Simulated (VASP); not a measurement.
Input of a VASP 6.6.1 run:

INCAR

```
ALGO = Normal ; EDIFF = 1E-6
ENCUT = 520 ; GGA = PE
ISIF = 2 ; ISMEAR = 0
LASPH = T ; LCHARG = F
LREAL = F ; LWAVE = F
NBANDS = 20 ; NELM = 100
PREC = Accurate ; SIGMA = 0.1
```

Contents of KPOINTS:

```
k-points
0
Gamma
  4 4 4
```

POSCAR

```
ScAlN2
1.0
    2.7453552131     -3.0256839627      0.0000000000
    2.7453552131      3.0256839627      0.0000000000
    0.0000000000      0.0000000000      4.2775995950
Sc Al N
1 1 2
Direct
    0.5000000000      0.5000000000      0.5000000000
    0.0000000000      0.0000000000      0.5000000000
    0.3877740581      0.3877740581      0.0000000000
    0.6122259419      0.6122259419      0.0000000000
```

Potentials or basis: VASP PAW PBE potentials, release 64 (Sc_sv, Al, N).

Command:

```console
$ cat potpaw_PBE.64/Sc_sv/POTCAR potpaw_PBE.64/Al/POTCAR potpaw_PBE.64/N/POTCAR > POTCAR
$ mpirun -np 1 vasp_std > vasp.out
```

(1) Predict the pressure.

(2) Estimate the band gap on the k mesh.

(3) What does it give for the largest force?

## Answers

(1) 0.5 GPa.

(2) zero (bands 12 and 13 overlap by 0.73 eV).

(3) 0.312 eV/Å.

Caveat: the k points lie up to 0.39 Å⁻¹ apart, too coarse for converged energies and pressures of a metal; the standard files for N, O and F lose accuracy on very short bonds.
